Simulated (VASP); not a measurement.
# CaO (Fm-3m) in VASP: further runs

CaO is run at these levels: PBE; tasks: single point.

All numbers are computed with VASP 6.6.1; they aren't measurements. Logs are shortened: lines on timing, memory, paths and dates and some standing lists are left out, and cuts for length are marked.

## 1. The cell of the first run

Symmetry: Fm-3m, No. 225, cubic system. The conventional cell has a = 4.815 Å, b = 4.815 Å, c = 4.815 Å, α = 90.00°, β = 90.00°, γ = 90.00°. Within 3.2 Å of Ca (site symmetry m-3m) lie 6 O at 2.41 Å. O (site symmetry m-3m) has 6 Ca at 2.41 Å within 3.2 Å.

## 2. Single point, PBE (volume scaled by 0.95)

INCAR reads:

```
SYSTEM = CaO
PREC = Accurate
ENCUT = 520
EDIFF = 1E-7
ISMEAR = -1
SIGMA = 0.03
LREAL = .FALSE.
LASPH = .TRUE.
NELM = 60
ALGO = Normal
ISIF = 2
LWAVE = .FALSE.
LCHARG = .TRUE.
GGA = PE
LELF = .TRUE.
LVHAR = .TRUE.
NBANDS = 15
```

KPOINTS reads:

```
regular mesh
0
G
  9 9 9
  0 0 0
```

POSCAR reads:

```
CaO
1.0
    0.0000000000      2.4074835050      2.4074835050
    2.4074835050      0.0000000000      2.4074835050
    2.4074835050      2.4074835050      0.0000000000
Ca O
1 1
Direct
    0.0000000000      0.0000000000      0.0000000000
    0.5000000000      0.5000000000      0.5000000000
```

Potentials or basis: VASP PAW PBE potentials, release 64 (Ca_sv, O).

The run is started by

```bash
> cat potpaw_PBE.64/Ca_sv/POTCAR potpaw_PBE.64/O/POTCAR > POTCAR
> mpirun -np 1 vasp_std > vasp.out
```

OUTCAR:

```text
SYSTEM = CaO
   PREC = Accurate
   ENCUT = 520
   EDIFF = 1E-7
   ISMEAR = -1
   LREAL = .FALSE.
   LASPH = .TRUE.
   NELM = 60
   ISIF = 2
   GGA = PE

 ion  position               nearest neighbor table
   1  0.000  0.000  0.000-   2 2.41   2 2.41   2 2.41   2 2.41   2 2.41   2 2.41
   2  0.500  0.500  0.500-   1 2.41   1 2.41   1 2.41   1 2.41   1 2.41   1 2.41

  LATTYP: Found a face centered cubic cell.
 ALAT       =     4.8149670100

  Lattice vectors:

 A1 = (   0.0000000000,   2.4074835050,   2.4074835050)
 A2 = (   2.4074835050,   0.0000000000,   2.4074835050)
 A3 = (   2.4074835050,   2.4074835050,   0.0000000000)

Analysis of symmetry for initial positions (statically):
=====================================================================
 Subroutine PRICEL returns:
 Original cell was already a primitive cell.

 Routine SETGRP: Setting up the symmetry group for a
 face centered cubic supercell.

 Subroutine GETGRP returns: Found 48 space group operations
 (whereof 48 operations were pure point group operations)
 out of a pool of 48 trial point group operations.

The static configuration has the point symmetry O_h .

Analysis of symmetry for dynamics (positions and initial velocities):
=====================================================================
 Subroutine PRICEL returns:
 Original cell was already a primitive cell.

 Routine SETGRP: Setting up the symmetry group for a
 face centered cubic supercell.

 Subroutine GETGRP returns: Found 48 space group operations
 (whereof 48 operations were pure point group operations)
 out of a pool of 48 trial point group operations.

The dynamic configuration has the point symmetry O_h .

 Subroutine INISYM returns: Found 48 space group operations
 (whereof 48 operations are pure point group operations),
 and found     1 'primitive' translations

----------------------------------------------------------------------------------------

                                     Primitive cell

  volume of cell :      27.9074

  direct lattice vectors                    reciprocal lattice vectors
     0.000000000  2.407483505  2.407483505    -0.207685743  0.207685743  0.207685743
     2.407483505  0.000000000  2.407483505     0.207685743 -0.207685743  0.207685743
     2.407483505  2.407483505  0.000000000     0.207685743  0.207685743 -0.207685743

  length of vectors
     3.404695824  3.404695824  3.404695824     0.359722259  0.359722259  0.359722259

  position of ions in fractional coordinates (direct lattice)
     0.000000000  0.000000000  0.000000000
     0.500000000  0.500000000  0.500000000

  ion indices of the primitive-cell ions
   primitive index   ion index
                 1           1
                 2           2

----------------------------------------------------------------------------------------

 KPOINTS: regular mesh

Automatic generation of k-mesh.
 Grid dimensions read from file:
 generate k-points for:    9    9    9

 Generating k-lattice:

  Cartesian coordinates                     Fractional coordinates (reciprocal lattice)
    -0.023076194  0.023076194  0.023076194     0.111111111  0.000000000  0.000000000
     0.023076194 -0.023076194  0.023076194     0.000000000  0.111111111  0.000000000
     0.023076194  0.023076194 -0.023076194     0.000000000  0.000000000  0.111111111

  Length of vectors
     0.039969140  0.039969140  0.039969140

  Shift w.r.t. Gamma in fractional coordinates (k-lattice)
     0.000000000  0.000000000  0.000000000

 Subroutine IBZKPT returns following result:
 ===========================================

 Found     35 irreducible k-points:

 Following reciprocal coordinates:
            Coordinates               Weight
  0.000000  0.000000  0.000000      1.000000
  0.111111  0.000000  0.000000      8.000000
  0.222222  0.000000  0.000000      8.000000
  0.333333  0.000000  0.000000      8.000000
  0.444444  0.000000  0.000000      8.000000
  0.111111  0.111111  0.000000      6.000000
[... 16 lines left out ...]
 -0.333333  0.333333  0.000000     12.000000
  0.444444  0.444444  0.000000      6.000000
 [... further k-points ...]
   k-points           NKPTS =     35   k-points in BZ     NKDIM =     35   number of bands    NBANDS=     15
   number of dos      NEDOS =    301   number of ions     NIONS =      2
   total plane-waves  NPLWV =  21952
   dimension x,y,z NGX =    28 NGY =   28 NGZ =   28
   dimension x,y,z NGXF=    56 NGYF=   56 NGZF=   56
   ions per type =               1   1
   NGX,Y,Z   is equivalent  to a cutoff of  13.67, 13.67, 13.67 a.u.
   NGXF,Y,Z  is equivalent  to a cutoff of  27.34, 27.34, 27.34 a.u.
 SYSTEM =  CaO
   PREC   = accura    normal or accurate (medium, high low for compatibility)
   ISTART =      0    job   : 0-new  1-cont  2-samecut
   ICHARG =      2    charge: 1-file 2-atom 10-const
   ISPIN  =      1    spin polarized calculation?
   LNONCOLLINEAR =      F non collinear calculations
   LSORBIT =      F    spin-orbit coupling
   LASPH  =      T    aspherical Exc in radial PAW
   ENCUT  =  520.0 eV  38.22 Ry    6.18 a.u.   6.33  6.33  6.33*2*pi/ulx,y,z
   NELM   =     60;   NELMIN=  2; NELMDL= -5     # of ELM steps
   EDIFF  = 0.1E-06   stopping-criterion for ELM
   LREAL  =      F    real-space projection
   EDIFFG = 0.1E-05   stopping-criterion for IOM
   NSW    =      0    number of steps for IOM
   IBRION =     -1    ionic relax: 0-MD 1-quasi-New 2-CG
   NFREE  =      0    steps in history (QN), initial steepest desc. (CG)
   ISIF   =      2    stress and relaxation
   ISYM   =      2    0-nonsym 1-usesym 2-fastsym
   POTIM  = 0.5000    time-step for ionic-motion
   TEBEG  =    0.0;   TEEND  =   0.0 temperature during run
   PSTRESS=    0.0 pullay stress
   NELECT =      16.0000    total number of electrons
   NUPDOWN=      -1.0000    fix difference up-down
   EMIN   =  10.00;   EMAX   =-10.00  energy-range for DOS
   EFERMI =   0.00;   METHOD = LEGACY
   ISMEAR =    -1;   SIGMA  =   0.03  broadening in eV -4-tet -1-fermi 0-gaus
   EFERMI_NEDOS =   21; number of points for ismear=-14 and -15
   IALGO  =     38    algorithm
   IMIX   =      4    mixing-type and parameters
     AMIX     =   0.40;   BMIX     =  1.00
     AMIX_MAG =   1.60;   BMIX_MAG =  1.00
  volume/ion in A,a.u.               =      13.95        94.16
  Fermi-wavevector in a.u.,A,eV,Ry     =   1.360008  2.570043 25.165637  1.849622
  Thomas-Fermi vector in A             =   2.486707
   LORBIT       =      0    0 simple, 1 ext, 2 COOP (PROOUT), +10 PAW based schemes
   GGA     = PE    functional components
   LHFCALC =     F    Hartree Fock is set to
   AEXX    =    0.0000 exact exchange contribution
   IVDW    =     0    specifies the selected vdW correction
   LEPSILON=     F    determine dielectric tensor
   LRPA    =     F    only Hartree local field effects (RPA)
 non-spin polarized calculation
  energy-cutoff  :      520.00
  volume of cell :       27.91
 maximum number of plane-waves:       766
 NGX is ok and might be reduce to    28
   NGX = 13   NGY = 13   NGZ = 13

 number of electron      15.9999998 magnetization

 Free energy of the ion-electron system (eV)
  ---------------------------------------------------
  ext. energy  EPLUGINS =         0.00000000
  ---------------------------------------------------
  free energy    TOTEN  =       -12.80315272 eV

  energy without entropy =      -12.80315272  energy(sigma->0) =      -12.80315272

 E-fermi :   3.0299     XC(G=0): -10.4495

 val. band max:        2.3192049840   @ k =   0.0000   0.0000   0.0000
 cond. band min:       6.0130698667   @ k =   0.4444   0.4444   0.0000
 fundamental gap:      3.6938648827
 Fermi energy:         3.0299297607

 k-point     1 :       0.0000    0.0000    0.0000
  band No.  band energies     occupation
      1     -35.3389      2.00000
      2     -16.1067      2.00000
      3     -16.1067      2.00000
      4     -16.1067      2.00000
      5     -13.2028      2.00000
      6       2.3192      2.00000
      7       2.3192      2.00000
      8       2.3192      2.00000
      9       6.9893      0.00000
     10       8.5320      0.00000
     11       8.5320      0.00000
     12       8.5320      0.00000
     13      10.0264      0.00000
     14      10.0264      0.00000
     15      17.3580      0.00000

 k-point     2 :       0.1111    0.0000    0.0000
  band No.  band energies     occupation
      1     -35.3273      2.00000
      2     -16.2731      2.00000
      3     -16.1130      2.00000
      4     -16.1130      2.00000
      5     -13.0278      2.00000
      6       1.8852      2.00000
      7       2.1513      2.00000
      8       2.1513      2.00000
      9       7.5429      0.00000
     10       8.4950      0.00000
     11       8.7407      0.00000
     12       8.7407      0.00000
     13      10.3176      0.00000
     14      10.3176      0.00000
     15      17.8289      0.00000

 k-point     3 :       0.2222    0.0000    0.0000
  band No.  band energies     occupation
      1     -35.2977      2.00000
      2     -16.6322      2.00000
      3     -16.1288      2.00000
      4     -16.1288      2.00000
      5     -12.6458      2.00000
      6       1.0115      2.00000
      7       1.7672      2.00000
      8       1.7672      2.00000
      9       8.4840      0.00000
     10       8.8204      0.00000
     11       9.3051      0.00000
     12       9.3051      0.00000
     13      11.0495      0.00000
     14      11.0495      0.00000
     15      18.3085      0.00000
[... 343 lines left out ...]
 k-point    23 :      -0.3333    0.3333    0.0000
  band No.  band energies     occupation
      1     -35.2153      2.00000
      2     -16.7953      2.00000
      3     -16.5252      2.00000
      4     -16.2322      2.00000
      5     -12.4429      2.00000
      6       0.5988      2.00000
      7       1.1954      2.00000
      8       1.3596      2.00000
      9       8.2938      0.00000
     10       9.7047      0.00000
     11      10.9245      0.00000
     12      10.9872      0.00000
     13      12.3913      0.00000
     14      15.6777      0.00000
     15      16.0562      0.00000

 k-point    24 :       0.4444    0.4444    0.0000
  band No.  band energies     occupation
      1     -35.2124      2.00000
      2     -16.7026      2.00000
      3     -16.3236      2.00000
      4     -16.3236      2.00000
      5     -12.9262      2.00000
      6       0.9470      2.00000
      7       1.9437      2.00000
      8       1.9437      2.00000
      9       6.0131      0.00000
     10      10.2582      0.00000
     11      11.1424      0.00000
     12      11.7462      0.00000
     13      11.7462      0.00000
     14      13.3507      0.00000
     15      16.0972      0.00000

 [... further k-points ...]

------------------------ aborting loop because EDIFF is reached ----------------------------------------

  FORCE on cell =-STRESS in cart. coord.  units (eV):
  Direction    XX          YY          ZZ          XY          YZ          ZX
  --------------------------------------------------------------------------------------
  -------------------------------------------------------------------------------------
  Total        0.2864178      0.2864178      0.2864178     -0.0000000      0.0000000     -0.0000000
  in kB       16.4433643     16.4433643     16.4433643     -0.0000000      0.0000000     -0.0000000
  external PRESSURE =      16.4433643 kB  Pullay stress =       0.0000000 kB

 VOLUME and BASIS-vectors are now :
 -----------------------------------------------------------------------------
  energy-cutoff  :      520.00
  volume of cell :       27.91
      direct lattice vectors                 reciprocal lattice vectors
     0.000000000  2.407483505  2.407483505    -0.207685743  0.207685743  0.207685743
     2.407483505  0.000000000  2.407483505     0.207685743 -0.207685743  0.207685743
     2.407483505  2.407483505  0.000000000     0.207685743  0.207685743 -0.207685743

 POSITION                                       TOTAL-FORCE (eV/Angst)
 -----------------------------------------------------------------------------------
      0.00000      0.00000      0.00000        -0.000000     -0.000000     -0.000000
      2.40748      2.40748      2.40748         0.000000      0.000000      0.000000
 -----------------------------------------------------------------------------------
    total drift:                                0.000000      0.000000      0.000000

  FREE ENERGIE OF THE ION-ELECTRON SYSTEM (eV)
  ---------------------------------------------------
  free  energy   TOTEN  =       -12.8031527175 eV

  energy  without entropy=      -12.8031527175  energy(sigma->0) =      -12.80315272
```

Run time: 13 s. Hardware: 1 thread of Intel Xeon Platinum 8488C (Sapphire Rapids), shared host; peak memory 0.16 GiB.

What came out:

- Free energy: -12.8032 eV
- Pressure: 1.6 GPa
- Band gap on the k mesh: 3.69 eV, indirect (least direct gap 4.07 eV)

 A k mesh can miss the band edges.

## 3. Single point, PBE (volume scaled by 0.975)

INCAR reads:

```
PREC     = Accurate       # precision mode
ENCUT    = 520            # plane-wave cutoff, eV
EDIFF    = 1E-7           # SCF threshold, eV
ISMEAR   = -1             # smearing method
SIGMA    = 0.03           # smearing width, eV
LREAL    = False          # projectors in reciprocal space
LASPH    = True           # aspherical terms in the spheres
NELM     = 80             # most SCF steps
ALGO     = Normal         # electronic algorithm
ISIF     = 2              # what is computed and relaxed
LWAVE    = False          # write WAVECAR
LCHARG   = False          # write CHGCAR
GGA      = PE             # functional
NBANDS   = 15             # bands
```

KPOINTS reads:

```
regular mesh
0
Gamma
  9 9 9
```

POSCAR reads:

```
CaO
1.0
    0.0000000000      2.4284191950      2.4284191950
    2.4284191950      0.0000000000      2.4284191950
    2.4284191950      2.4284191950      0.0000000000
Ca O
1 1
Direct
    0.0000000000      0.0000000000      0.0000000000
    0.5000000000      0.5000000000      0.5000000000
```

Potentials or basis: VASP PAW PBE potentials, release 64 (Ca_sv, O).

The run is started by

```bash
> cat potpaw_PBE.64/Ca_sv/POTCAR potpaw_PBE.64/O/POTCAR > POTCAR
> mpirun -np 1 vasp_std > vasp.out
```

Run time: 12 s. Hardware: 1 thread of Intel Xeon Platinum 8488C (Sapphire Rapids), shared host; peak memory 0.16 GiB.

It converged, with:

```
Free energy            : -12.8050 eV
Pressure               : -1.1 GPa
Band gap on the k mesh : 3.70 eV, indirect (least direct gap 4.08 eV)
```

Levels at points of the mesh, in eV from the valence-band top:
| k point | band 5 | band 6 | band 7 | band 8 | band 9 | band 10 | band 11 | band 12 |
| --- | --- | --- | --- | --- | --- | --- | --- | --- |
| (0.00, 0.00, 0.00) | -15.47 | 0.00 | 0.00 | 0.00 | 4.46 | 6.15 | 6.15 | 6.15 |

## 4. Single point, PBE (volume scaled by 1.025)

INCAR reads:

```
SYSTEM = CaO
PREC     = Accurate       ! precision mode
ENCUT    = 520            ! plane-wave cutoff, eV
EDIFF    = 1E-6           ! SCF threshold, eV
ISMEAR   = -1             ! smearing method
SIGMA    = 0.03           ! smearing width, eV
LREAL    = .False.        ! projectors in reciprocal space
LASPH    = .True.         ! aspherical terms in the spheres
NELM     = 80             ! most SCF steps
ALGO     = Normal         ! electronic algorithm
ISIF     = 2              ! what is computed and relaxed
LWAVE    = .False.        ! write WAVECAR
LCHARG   = .False.        ! write CHGCAR
GGA      = PE             ! functional
NBANDS   = 15             ! bands
```

KPOINTS reads:

```
regular mesh
0
Gamma
  9 9 9
  0 0 0
```

POSCAR reads:

```
CaO
1.0
    0.0000000000      2.4692405873      2.4692405873
    2.4692405873      0.0000000000      2.4692405873
    2.4692405873      2.4692405873      0.0000000000
Ca O
1 1
Direct
    0.0000000000      0.0000000000      0.0000000000
    0.5000000000      0.5000000000      0.5000000000
```

The run is started by

```bash
> cat potpaw_PBE.64/Ca_sv/POTCAR potpaw_PBE.64/O/POTCAR > POTCAR
> mpirun -np 1 vasp_std > vasp.out
```

Wall time 11 s (1 thread of Intel Xeon Platinum 8488C (Sapphire Rapids), shared host); peak memory 0.16 GiB.

Results (log left out):

```
Free energy            : -12.7745 eV
Pressure               : -5.7 GPa
Band gap on the k mesh : 3.69 eV, indirect (least direct gap 4.08 eV)
```

Levels at points of the mesh, in eV from the valence-band top:
```csv
k point,band 6,band 7,band 8,band 9,band 10,band 11
"(0.00, 0.00, 0.00)",0.00,0.00,0.00,4.08,6.02,6.02
```

 A k mesh can miss the band edges.

(Part 1 of 2 ends here.)
